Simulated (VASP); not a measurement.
Set up this calculation in VASP 6.6.1, as the native input.

```
Task                   : single point
Functional             : PBE
Potentials or basis    : VASP PAW PBE potentials, release 64 (Al, C)
Cutoff                 : 600 eV
k mesh                 : 7 × 7 × 7
Occupations            : fermi-dirac, width 0.05 eV
Spin                   : no spin polarisation
Dipole correction      : no
Further INCAR settings : ALGO = Normal; EDIFF = 1e-06; NBANDS = 16
```

The structure of AlC3 lies in POSCAR:

```
AlC3
1.0
    3.2079290000      0.0000000000      0.0000000000
    0.0000000000      3.2079290000      0.0000000000
    0.0000000000      0.0000000000      3.2079290000
Al C
1 3
Direct
    0.0000000000      0.0000000000      0.0000000000
    0.0000000000      0.5000000000      0.5000000000
    0.5000000000      0.0000000000      0.5000000000
    0.5000000000      0.5000000000      0.0000000000
```

One way to write it, as run:

INCAR

```
  PREC = Accurate
  ENCUT = 600
  EDIFF = 1E-6
  ISMEAR = -1
  SIGMA = 0.05
  LREAL = False
  LASPH = True
  NELM = 120
  ALGO = Normal
  ISIF = 2
  LWAVE = False
  LCHARG = False
  GGA = PE
  NBANDS = 16
  GGA_COMPAT = False
```

KPOINTS

```
Automatic mesh
0
Gamma
  7 7 7
```

Potentials or basis: VASP PAW PBE potentials, release 64 (Al, C).

Run with:

```sh
$ cat potpaw_PBE.64/Al/POTCAR potpaw_PBE.64/C/POTCAR > POTCAR
$ mpirun -np 1 vasp_std > vasp.out
```

Results of the run:

- Pressure: -0.3 GPa

It took 9.3 s on 1 thread of Intel(R) Xeon(R) Platinum 8124M CPU @ 3.00GHz (Skylake/Cascade Lake) (shared host), peak memory 0.15 GiB.
